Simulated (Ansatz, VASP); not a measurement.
**Two plane-wave programs on Al**

```
Al
1.0
     3.04920    0.00000    0.00000
    -1.52460    2.64068    0.00000
     0.00000    0.00000    4.56410
Al
2
Direct
  0.66667 0.33333 0.75000
  0.33333 0.66667 0.25000
```

Alike in both runs: task single point; functional PBEsol; k mesh 18 × 18 × 10; occupations gaussian, width 0.15 eV; no spin polarisation.

```csv
,VASP,Ansatz
version,VASP 6.6.1,Ansatz 0.2.0
potentials or method,"VASP PAW PBE potentials, release 64 (Al), cutoff 520 eV","scalar-relativistic, plane waves, PAW"
valence electrons in the cell,6,6
```

Ansatz gave:

| Quantity | Value |
| --- | --- |
| gap on the k mesh at the Fermi level (eV) | none |
| pressure (GPa) | -6.7 |
| traceless stress, the component that is largest in VASP (GPa) | 2.37 |

Q: What did VASP give for the same quantities?

A: gap on the k mesh at the Fermi level (eV): none; pressure (GPa): -6.6; traceless stress, the component that is largest in VASP (GPa): 2.39.

VASP's potentials were made for PBE, not for PBEsol, and Ansatz warns of the same on its side. A gap of «none» marks a metal or a gap that the smearing closes.
